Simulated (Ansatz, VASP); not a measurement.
# One calculation of MgO, two programs

```
CELL_PARAMETERS angstrom
5.52307 0.00000 0.00000
0.00000 5.52307 0.00000
0.00000 0.00000 5.52307
ATOMIC_POSITIONS crystal
Mg 0.25000 0.98951 0.50000
Mg 0.00000 0.51049 0.25000
Mg 0.50000 0.75000 0.00000
Mg 0.75000 0.98951 0.50000
Mg 0.00000 0.51049 0.75000
Mg 0.50000 0.25000 0.00000
O 0.25000 0.50087 0.00000
O 0.50000 0.99913 0.25000
O 0.00000 0.75000 0.50000
O 0.75000 0.50087 0.00000
O 0.50000 0.99913 0.75000
O 0.00000 0.25000 0.50000
```

Change from the starting cell: mode 14 frozen in at -0.043 Å and mode 24 at -0.029 Å (largest displacements).

Alike in both runs: task single point; functional LDA; k mesh 4 × 4 × 4; occupations gaussian, width 0.05 eV; no spin polarisation.

|  | VASP | Ansatz |
| --- | --- | --- |
| version | VASP 6.6.1 | Ansatz 0.2.0 |
| potentials or method | VASP PAW LDA potentials, release 64 (Mg, O), cutoff 520 eV | scalar-relativistic, plane waves, PAW |
| valence electrons in the cell | 48 | 96 |

|  | VASP | Ansatz | Ansatz less VASP |
| --- | --- | --- | --- |
| gap on the k mesh at the Fermi level (eV) | 2.82 | 2.83 | +0.010 |
| least direct gap on the mesh (eV) | 2.82 | 2.83 | +0.010 |
| pressure (GPa) | -0.6 | 0.1 | +0.71 |
| rms of the force components (eV/Å) | 0.307 | 0.300 | -0.0065 |

Ansatz warns that its potentials were made for another functional, while VASP's fit it. LDA's correlation is that of Perdew and Zunger in VASP and of Perdew and Wang (1992) in Ansatz. Atom by atom the forces differ by 0.007 eV/Å (rms over components). VASP's potentials hold 48 valence electrons a cell and Ansatz's 96, so a difference there can come from the potentials and not from the codes.
